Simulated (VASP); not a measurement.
Write the native input for VASP 6.6.1 that does the following.

```yaml
Task: single point
Functional: LDA
Potentials_or_basis: VASP PAW LDA potentials, release 64 (Al, N)
Cutoff: 520 eV
k_mesh: 10 × 10 × 6
Occupations: fermi-dirac, width 0.05 eV
Spin: no spin polarisation
Dipole_correction: no
Further_INCAR_settings: ALGO = Normal; EDIFF = 1e-07; NBANDS = 16
```

The structure of AlN lies in POSCAR:

```
AlN
1.0
    3.1130000000      0.0000000000      0.0000000000
   -1.5565000000      2.6959370820      0.0000000000
    0.0000000000      0.0000000000      4.9810000000
Al N
2 2
Direct
    0.6666666667      0.3333333333      0.5000000000
    0.3333333333      0.6666666667      0.0000000000
    0.6666666667      0.3333333333      0.8800000000
    0.3333333333      0.6666666667      0.3800000000
```

The input as run:

INCAR

```
ALGO = Normal
EDIFF = 1E-7
ENCUT = 520
GGA = CA
ISIF = 2
ISMEAR = -1
LASPH = T
LCHARG = F
LREAL = F
LWAVE = F
NBANDS = 16
NELM = 80
PREC = Accurate
SIGMA = 0.05
```

KPOINTS

```
k-points
0
Gamma
  10 10 6
```

Potentials or basis: VASP PAW LDA potentials, release 64 (Al, N).

Run with:

```console
$ cat potpaw_LDA.64/Al/POTCAR potpaw_LDA.64/N/POTCAR > POTCAR
$ mpirun -np 1 vasp_std > vasp.out
```

Results of the run:

```yaml
Pressure: -4.1 GPa
Largest_force: 0.119 eV/Å
Band_gap_on_the_k_mesh: 4.25 eV, direct
```

Wall time 35 s on 1 thread of Intel(R) Xeon(R) Platinum 8488C (Sapphire Rapids), with other jobs on the host, peak memory 0.15 GiB.
